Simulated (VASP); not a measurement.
A run of VASP 6.6.1 is set up as follows.

File INCAR:

```
PREC     = Accurate       # precision mode
ENCUT    = 520            # plane-wave cutoff, eV
EDIFF    = 1E-6           # SCF threshold, eV
ISMEAR   = 0              # smearing method
SIGMA    = 0.1            # smearing width, eV
LREAL    = Auto         
LASPH    = True           # aspherical terms in the spheres
NELM     = 100            # most SCF steps
ALGO     = Normal         # electronic algorithm
ISIF     = 2              # what is computed and relaxed
LWAVE    = False          # write WAVECAR
LCHARG   = False          # write CHGCAR
GGA      = PE             # functional
NBANDS   = 62             # bands
```

Contents of KPOINTS:

```
Automatic mesh
0
Gamma
  4 4 4
```

POSCAR

```
MgTl2GaC6N6
1.0
    0.0000000000      5.1350000000      5.1350000000
    5.1350000000      0.0000000000      5.1350000000
    5.1350000000      5.1350000000      0.0000000000
Mg Tl Ga C N
1 2 1 6 6
Direct
    0.0000000000      0.0000000000      0.0000000000
    0.2500000000      0.2500000000      0.2500000000
    0.7500000000      0.7500000000      0.7500000000
    0.5000000000      0.5000000000      0.5000000000
    0.8072054500      0.1927945500      0.1927945500
    0.1927945500      0.8072054500      0.1927945500
    0.1927945500      0.1927945500      0.8072054500
    0.1927945500      0.8072054500      0.8072054500
    0.8072054500      0.1927945500      0.8072054500
    0.8072054500      0.8072054500      0.1927945500
    0.6932814000      0.3067186000      0.3067186000
    0.3067186000      0.6932814000      0.3067186000
    0.3067186000      0.3067186000      0.6932814000
    0.3067186000      0.6932814000      0.6932814000
    0.6932814000      0.3067186000      0.6932814000
    0.6932814000      0.6932814000      0.3067186000
```

Potentials or basis: VASP PAW PBE potentials, release 64 (Mg, Tl_d, Ga_d, C, N).

Launch:

```sh
$ cat potpaw_PBE.64/Mg/POTCAR potpaw_PBE.64/Tl_d/POTCAR potpaw_PBE.64/Ga_d/POTCAR potpaw_PBE.64/C/POTCAR potpaw_PBE.64/N/POTCAR > POTCAR
$ mpirun -np 1 vasp_std > vasp.out
```

**Question.** What does it give for the pressure?

**Answer.** 10.5 GPa.

**Question.** Predict the largest force.

**Answer.** 1.667 eV/Å.

Forces in eV/Å, atoms in the order of the input:
```
Mg   0.000  0.000  0.000
Tl   0.000  0.000  0.000
Tl   0.000  0.000  0.000
Ga   0.000  0.000  0.000
C    1.667  0.000  0.000
C    0.000  1.667  0.000
C    0.000  0.000  1.667
C   -1.667  0.000  0.000
C    0.000 -1.667  0.000
C    0.000  0.000 -1.667
N    0.579  0.000  0.000
N    0.000  0.579  0.000
N    0.000  0.000  0.579
N   -0.579  0.000  0.000
N    0.000 -0.579  0.000
N    0.000  0.000 -0.579
```

Caveat: forces of over 1 eV/Å act on the atoms, so gaps and moduli don't describe the material at rest.
